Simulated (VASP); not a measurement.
# Ga (C2/c) in VASP: settings compared

Ga is run at these levels: PBEsol, LDA; tasks: single point.

Everything below comes from runs of VASP 6.6.1. Logs are shortened: lines on timing, memory, paths and dates and some standing lists are left out, and cuts for length are marked.

## Step 1: The cell of the first run

It takes space group C2/c (No. 15, monoclinic). Conventional cell: a = 2.819 Å, b = 8.036 Å, c = 3.166 Å, α = 90.00°, β = 90.87°, γ = 90.00°. Within 3.5 Å of Ga (site symmetry 2) lie 10 Ga at 2.69 to 3.17 Å.

## Step 2: Single point, PBEsol

The input, INCAR:

```
SYSTEM = Ga
PREC = Accurate
ENCUT = 520
EDIFF = 1E-7
ISMEAR = -1
SIGMA = 0.05
LREAL = .FALSE.
LASPH = .TRUE.
NELM = 60
ALGO = Normal
ISIF = 2
LWAVE = .FALSE.
LCHARG = .TRUE.
GGA = PS
LELF = .TRUE.
LVHAR = .TRUE.
NBANDS = 20
```

The input, KPOINTS:

```
regular mesh
0
G
  10 10 8
  0 0 0
```

The input, POSCAR:

```
Ga
1.0
    1.4092339453     -4.0182199358      0.0154183679
    1.4092339453      4.0182199358      0.0154183679
   -0.0825516409      0.0000000000      3.1649666838
Ga
2
Direct
    0.1351310390      0.8648689610      0.7500000000
    0.8648689610      0.1351310390      0.2500000000
```

Potentials or basis: VASP PAW PBE potentials, release 64 (Ga_d).

Launch:

```sh
$ cat potpaw_PBE.64/Ga_d/POTCAR > POTCAR
$ mpirun -np 1 vasp_std > vasp.out
```

OUTCAR:

```text
SYSTEM = Ga
   PREC = Accurate
   ENCUT = 520
   EDIFF = 1E-7
   ISMEAR = -1
   LREAL = .FALSE.
   LASPH = .TRUE.
   NELM = 60
   ISIF = 2
   GGA = PS

 ion  position               nearest neighbor table
   1  0.135  0.865  0.750-   2 2.69   2 2.69   2 2.80   2 2.80   2 2.82   2 2.82
   2  0.865  0.135  0.250-   1 2.69   1 2.69   1 2.80   1 2.80   1 2.82   1 2.82

  LATTYP: Found a base centered monoclinic cell.
 ALAT       =     2.8186365773
 B/A-ratio  =     2.8511798706
 C/A-ratio  =     1.1232533918
 COS(beta)  =    -0.0151359306

  Lattice vectors:

 A1 = (   1.4092339453,  -4.0182199358,   0.0154183679)
 A2 = (   1.4092339453,   4.0182199358,   0.0154183679)
 A3 = (  -0.0825516409,   0.0000000000,   3.1649666838)

Analysis of symmetry for initial positions (statically):
=====================================================================
 Subroutine PRICEL returns:
 Original cell was already a primitive cell.

 Routine SETGRP: Setting up the symmetry group for a
 base centered monoclinic supercell.

 Subroutine GETGRP returns: Found  4 space group operations
 (whereof  2 operations were pure point group operations)
 out of a pool of  4 trial point group operations.

The static configuration has the point symmetry S_2 .
 The point group associated with its full space group is C_2h.

Analysis of symmetry for dynamics (positions and initial velocities):
=====================================================================
 Subroutine PRICEL returns:
 Original cell was already a primitive cell.

 Routine SETGRP: Setting up the symmetry group for a
 base centered monoclinic supercell.

 Subroutine GETGRP returns: Found  4 space group operations
 (whereof  2 operations were pure point group operations)
 out of a pool of  4 trial point group operations.

The dynamic configuration has the point symmetry S_2 .
 The point group associated with its full space group is C_2h.

 Subroutine INISYM returns: Found  4 space group operations
 (whereof  2 operations are pure point group operations),
 and found     1 'primitive' translations

----------------------------------------------------------------------------------------

                                     Primitive cell

  volume of cell :      35.8542

  direct lattice vectors                    reciprocal lattice vectors
     1.409233945 -4.018219936  0.015418368     0.354701472 -0.124433209  0.009251658
     1.409233945  4.018219936  0.015418368     0.354701472  0.124433209  0.009251658
    -0.082551641  0.000000000  3.164966684    -0.003455909  0.000000000  0.315868952

  length of vectors
     4.258200264  4.258200264  3.166043096     0.376008445  0.376008445  0.315887857

  position of ions in fractional coordinates (direct lattice)
     0.135131039  0.864868961  0.750000000
     0.864868961  0.135131039  0.250000000

  ion indices of the primitive-cell ions
   primitive index   ion index
                 1           1
                 2           2

----------------------------------------------------------------------------------------

 KPOINTS: regular mesh

Automatic generation of k-mesh.
 Grid dimensions read from file:
 generate k-points for:   10   10    8

 Generating k-lattice:

  Cartesian coordinates                     Fractional coordinates (reciprocal lattice)
     0.035470147 -0.012443321  0.000925166     0.100000000 -0.000000000  0.000000000
     0.035470147  0.012443321  0.000925166    -0.000000000  0.100000000  0.000000000
    -0.000431989  0.000000000  0.039483619    -0.000000000 -0.000000000  0.125000000

  Length of vectors
     0.037600845  0.037600845  0.039485982

  Shift w.r.t. Gamma in fractional coordinates (k-lattice)
     0.000000000  0.000000000  0.000000000

 Subroutine IBZKPT returns following result:
 ===========================================

 Found    227 irreducible k-points:

 Following reciprocal coordinates:
            Coordinates               Weight
  0.000000  0.000000  0.000000      1.000000
  0.100000 -0.000000  0.000000      4.000000
  0.200000 -0.000000  0.000000      4.000000
  0.300000  0.000000  0.000000      4.000000
  0.400000  0.000000  0.000000      4.000000
  0.500000  0.000000  0.000000      2.000000
[... 16 lines left out ...]
  0.300000  0.300000  0.000000      2.000000
  0.400000  0.300000  0.000000      4.000000
 [... further k-points ...]
   k-points           NKPTS =    227   k-points in BZ     NKDIM =    227   number of bands    NBANDS=     20
   number of dos      NEDOS =    301   number of ions     NIONS =      2
   total plane-waves  NPLWV =  24576
   dimension x,y,z NGX =    32 NGY =   32 NGZ =   24
   dimension x,y,z NGXF=    64 NGYF=   64 NGZF=   48
   ions per type =               2
   NGX,Y,Z   is equivalent  to a cutoff of  12.49, 12.49, 12.60 a.u.
   NGXF,Y,Z  is equivalent  to a cutoff of  24.99, 24.99, 25.20 a.u.
 SYSTEM =  Ga
   PREC   = accura    normal or accurate (medium, high low for compatibility)
   ISTART =      0    job   : 0-new  1-cont  2-samecut
   ICHARG =      2    charge: 1-file 2-atom 10-const
   ISPIN  =      1    spin polarized calculation?
   LNONCOLLINEAR =      F non collinear calculations
   LSORBIT =      F    spin-orbit coupling
   LASPH  =      T    aspherical Exc in radial PAW
   ENCUT  =  520.0 eV  38.22 Ry    6.18 a.u.   7.92  7.92  5.89*2*pi/ulx,y,z
   NELM   =     60;   NELMIN=  2; NELMDL= -5     # of ELM steps
   EDIFF  = 0.1E-06   stopping-criterion for ELM
   LREAL  =      F    real-space projection
   EDIFFG = 0.1E-05   stopping-criterion for IOM
   NSW    =      0    number of steps for IOM
   IBRION =     -1    ionic relax: 0-MD 1-quasi-New 2-CG
   NFREE  =      0    steps in history (QN), initial steepest desc. (CG)
   ISIF   =      2    stress and relaxation
   ISYM   =      2    0-nonsym 1-usesym 2-fastsym
   POTIM  = 0.5000    time-step for ionic-motion
   TEBEG  =    0.0;   TEEND  =   0.0 temperature during run
   PSTRESS=    0.0 pullay stress
   NELECT =      26.0000    total number of electrons
   NUPDOWN=      -1.0000    fix difference up-down
   EMIN   =  10.00;   EMAX   =-10.00  energy-range for DOS
   EFERMI =   0.00;   METHOD = LEGACY
   ISMEAR =    -1;   SIGMA  =   0.05  broadening in eV -4-tet -1-fermi 0-gaus
   EFERMI_NEDOS =   21; number of points for ismear=-14 and -15
   IALGO  =     38    algorithm
   IMIX   =      4    mixing-type and parameters
     AMIX     =   0.40;   BMIX     =  1.00
     AMIX_MAG =   1.60;   BMIX_MAG =  1.00
  volume/ion in A,a.u.               =      17.93       120.98
  Fermi-wavevector in a.u.,A,eV,Ry     =   1.470797  2.779403 29.432709  2.163243
  Thomas-Fermi vector in A             =   2.586010
   LORBIT       =      0    0 simple, 1 ext, 2 COOP (PROOUT), +10 PAW based schemes
   GGA     = PS    functional components
   LHFCALC =     F    Hartree Fock is set to
   AEXX    =    0.0000 exact exchange contribution
   IVDW    =     0    specifies the selected vdW correction
   LEPSILON=     F    determine dielectric tensor
   LRPA    =     F    only Hartree local field effects (RPA)
 non-spin polarized calculation
  energy-cutoff  :      520.00
  volume of cell :       35.85
 maximum number of plane-waves:       988
   NGX = 15   NGY = 15   NGZ = 11

 number of electron      25.9999991 magnetization

 Free energy of the ion-electron system (eV)
  ---------------------------------------------------
  ext. energy  EPLUGINS =         0.00000000
  ---------------------------------------------------
  free energy    TOTEN  =        -6.69850543 eV

  energy without entropy =       -6.69491609  energy(sigma->0) =       -6.69671076

 E-fermi :   5.9151     XC(G=0): -11.3673

 val. band max:        5.8670641610   @ k =  -0.1000   0.1000   0.0000
 cond. band min:       5.9281500091   @ k =   0.4000  -0.0000   0.5000
 fundamental gap:      0.0610858481
 Fermi energy:         5.9151096987

 k-point     1 :       0.0000    0.0000    0.0000
  band No.  band energies     occupation
      1      -9.3135      2.00000
      2      -9.2810      2.00000
      3      -9.2238      2.00000
      4      -9.2118      2.00000
      5      -8.9818      2.00000
      6      -8.9670      2.00000
[... 12 lines left out ...]
     19      17.1690      0.00000
     20      18.3724      0.00000

 k-point     2 :       0.1000   -0.0000    0.0000
  band No.  band energies     occupation
      1      -9.3003      2.00000
      2      -9.2738      2.00000
      3      -9.2118      2.00000
      4      -9.1715      2.00000
      5      -8.9932      2.00000
      6      -8.9823      2.00000
[... 12 lines left out ...]
     19      18.0444      0.00000
     20      20.1533      0.00000

 k-point     3 :       0.2000   -0.0000    0.0000
  band No.  band energies     occupation
      1      -9.2685      2.00000
      2      -9.2556      2.00000
      3      -9.1697      2.00000
      4      -9.0987      2.00000
      5      -9.0233      2.00000
      6      -9.0122      2.00000
[... 12 lines left out ...]
     19      18.2838      0.00000
     20      21.9976      0.00000

 k-point     4 :       0.3000    0.0000    0.0000
  band No.  band energies     occupation
      1      -9.2359      2.00000
      2      -9.2339      2.00000
      3      -9.1374      2.00000
      4      -9.1114      2.00000
      5      -9.0761      2.00000
      6      -8.9681      2.00000
[... 12 lines left out ...]
     19      18.4328      0.00000
     20      20.1814      0.00000

 k-point     5 :       0.4000    0.0000    0.0000
  band No.  band energies     occupation
      1      -9.2266      2.00000
      2      -9.2214      2.00000
      3      -9.1409      2.00000
      4      -9.1245      2.00000
      5      -9.1175      2.00000
      6      -8.9758      2.00000
[... 12 lines left out ...]
     19      17.0655      0.00000
     20      19.0232      0.00000
[... 353 lines left out ...]
      6      -9.0085      2.00000
[... 12 lines left out ...]
     19      16.5413      0.00000
     20      19.0533      0.00000

 k-point    22 :      -0.2000    0.2000    0.0000
  band No.  band energies     occupation
      1      -9.3154      2.00000
      2      -9.2533      2.00000
      3      -9.2357      2.00000
      4      -9.1404      2.00000
      5      -9.0272      2.00000
      6      -8.9858      2.00000
[... 12 lines left out ...]
     19      16.7926      0.00000
     20      17.3233      0.00000

 k-point    23 :       0.3000    0.3000    0.0000
  band No.  band energies     occupation
      1      -9.2370      2.00000
      2      -9.2152      2.00000
      3      -9.1491      2.00000
      4      -9.0798      2.00000
      5      -9.0231      2.00000
      6      -9.0134      2.00000
[... 12 lines left out ...]
     19      16.2145      0.00000
     20      18.1183      0.00000

 k-point    24 :       0.4000    0.3000    0.0000
  band No.  band energies     occupation
      1      -9.2269      2.00000
      2      -9.1788      2.00000
      3      -9.1309      2.00000
      4      -9.0913      2.00000
      5      -9.0600      2.00000
      6      -9.0431      2.00000
[... 12 lines left out ...]
     19      15.6488      0.00000
     20      17.6046      0.00000

 [... further k-points ...]
[... 5 lines left out ...]
  --------------------------------------------------------------------------------------
  -------------------------------------------------------------------------------------
  Total        0.0268888      0.0243541      0.0244991      0.0000000      0.0000000      0.0052598
  in kB        1.2015513      1.0882855      1.0947651      0.0000000      0.0000000      0.2350405
  external PRESSURE =       1.1282006 kB  Pullay stress =       0.0000000 kB

 VOLUME and BASIS-vectors are now :
 -----------------------------------------------------------------------------
  energy-cutoff  :      520.00
  volume of cell :       35.85
      direct lattice vectors                 reciprocal lattice vectors
     1.409233945 -4.018219936  0.015418368     0.354701472 -0.124433209  0.009251658
     1.409233945  4.018219936  0.015418368     0.354701472  0.124433209  0.009251658
    -0.082551641  0.000000000  3.164966684    -0.003455909  0.000000000  0.315868952

 POSITION                                       TOTAL-FORCE (eV/Angst)
 -----------------------------------------------------------------------------------
      1.34732      2.93225      2.38914         0.000000      0.001828     -0.000000
      1.38860     -2.93225      0.80666        -0.000000     -0.001828      0.000000
 -----------------------------------------------------------------------------------
    total drift:                               -0.000000     -0.000000      0.000000

  FREE ENERGIE OF THE ION-ELECTRON SYSTEM (eV)
  ---------------------------------------------------
  free  energy   TOTEN  =        -6.6985054315 eV

  energy  without entropy=       -6.6949160867  energy(sigma->0) =       -6.69671076
```

Run time: 51 s. Hardware: 1 thread of Intel Xeon 6975P-C (Granite Rapids), shared host; peak memory 0.26 GiB.

What came out:

```
Free energy            : -6.6985 eV
Pressure               : 0.1 GPa
Band gap on the k mesh : zero (band 13 reaches 10.66 eV, above the bottom of band 14 at 1.46 eV)
```

Levels at points of the mesh, in eV from the Fermi level:
```csv
k point,band 10,band 11,band 12,band 13,band 14,band 15,band 16,band 17
"(0.00, 0.00, 0.00)",-14.67,-11.61,-2.41,-1.61,2.56,6.33,8.43,9.63
"(0.50, 0.00, 0.00)",-14.72,-6.62,-5.59,-1.84,-0.27,6.62,6.88,9.11
"(0.50, 0.50, 0.00)",-14.73,-9.63,-8.74,4.75,5.79,6.43,6.98,7.07
"(0.00, 0.00, 0.50)",-14.74,-7.75,-7.75,1.69,1.69,2.54,2.54,11.05
"(0.50, 0.00, 0.50)",-14.71,-3.01,-2.99,-1.77,-1.68,1.80,2.03,4.20
"(0.50, 0.50, 0.50)",-14.81,-5.90,-5.90,-4.46,-4.46,10.26,10.26,11.80
```

Caveat: the PAW data sets were made with another functional, which shifts forces and pressure a little.

(Part 1 of 2 ends here.)
